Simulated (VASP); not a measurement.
Write the native input for VASP 6.6.1 that does the following.

* Task: electric field gradients
* Functional: LDA
* Potentials or basis: VASP PAW LDA potentials, release 64 (Ag, Pt)
* Cutoff: 520 eV
* k mesh: 9 × 9 × 9
* Occupations: fermi-dirac, width 0.08 eV
* Spin: no spin polarisation
* Dipole correction: no
* Further INCAR settings: ALGO = Normal; EDIFF = 1e-08; NBANDS = 28

The structure of AgPt3 lies in POSCAR:

```
AgPt3
1.0
    3.9129569058      0.0000000000      0.0000000000
    0.0000000000      3.9129569058      0.0000000000
    0.0000000000      0.0000000000      3.9129569058
Ag Pt
1 3
Direct
    0.0000000000      0.0000000000      0.0000000000
    0.0000000000      0.5000000000      0.5000000000
    0.5000000000      0.0000000000      0.5000000000
    0.5000000000      0.5000000000      0.0000000000
```

This cell differs from its parent crystal: volume scaled by 1.01.

The input as run:

INCAR

```
SYSTEM = AgPt3
ALGO = Normal ; EDIFF = 1E-8
ENCUT = 520 ; ISIF = 2
ISMEAR = -1 ; LASPH = .True.
LCHARG = .False. ; LEFG = .True.
LREAL = .False. ; LWAVE = .False.
NBANDS = 28 ; NELM = 100
PREC = Accurate ; SIGMA = 0.08
```

KPOINTS

```
k-points
0
Gamma
  9 9 9
  0 0 0
```

Potentials or basis: VASP PAW LDA potentials, release 64 (Ag, Pt).

The run is started by

```console
$ cat potpaw_LDA.64/Ag/POTCAR potpaw_LDA.64/Pt/POTCAR > POTCAR
$ mpirun -np 1 vasp_std > vasp.out
```

It gave:

| Quantity | Value |
| --- | --- |
| Pressure | 0.2 GPa |

Caveat: without QUAD_EFG the Cq values of the log hold for a quadrupole moment of 1 mb, not for the nuclei.

Wall time 22 s on 1 thread of Intel(R) Xeon(R) 6975P-C (Granite Rapids), on a shared host, peak memory 0.18 GiB.
